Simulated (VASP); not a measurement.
Wanted: the native input for a VASP 6.6.1 run.

| Quantity | Value |
| --- | --- |
| Task | single point |
| Functional | PBE |
| Potentials or basis | VASP PAW PBE potentials, release 64 (Hf_pv, F) |
| Cutoff | 520 eV |
| k mesh | 4 × 4 × 4 |
| Occupations | gaussian, width 0.1 eV |
| Spin | no spin polarisation |
| Dipole correction | no |
| Further INCAR settings | ALGO = Normal; EDIFF = 1e-06; NBANDS = 30 |

The structure of Hf3F2 lies in POSCAR:

```
Hf3F2
1.0
    4.2846462100      0.0000000000      0.0000000000
    0.0000000000      4.2846462100      0.0000000000
    0.0000000000      0.0000000000      4.2846462100
Hf F
3 2
Direct
    0.5000000000      0.0000000000      0.0000000000
    0.0000000000      0.5000000000      0.0000000000
    0.0000000000      0.0000000000      0.5000000000
    0.0000000000      0.0000000000      0.0000000000
    0.5000000000      0.5000000000      0.5000000000
```

The cell was built from a structure type or drawn by symmetry, and may not be a known phase.

One way to write it, as run:

INCAR

```
  PREC = Accurate
  ENCUT = 520
  EDIFF = 1E-6
  ISMEAR = 0
  SIGMA = 0.1
  LREAL = False
  LASPH = True
  NELM = 60
  ALGO = Normal
  ISIF = 2
  LWAVE = False
  LCHARG = False
  GGA = PE
  NBANDS = 30
```

KPOINTS

```
regular mesh
0
Gamma
  4 4 4
```

Potentials or basis: VASP PAW PBE potentials, release 64 (Hf_pv, F).

The run is started by

```console
$ cat potpaw_PBE.64/Hf_pv/POTCAR potpaw_PBE.64/F/POTCAR > POTCAR
$ mpirun -np 1 vasp_std > vasp.out
```

It gave:

The pressure is 17.6 GPa and the band gap on the k mesh is zero (bands 22 and 23 overlap by 2.69 eV).

Caveat: the k points lie up to 0.37 Å⁻¹ apart, too coarse for converged energies and pressures of a metal; spin-orbit coupling is left out, which moves the levels of the heavy elements.

Wall time 23 s on 1 thread of Intel Xeon 8259CL, on a shared host, peak memory 0.18 GiB.
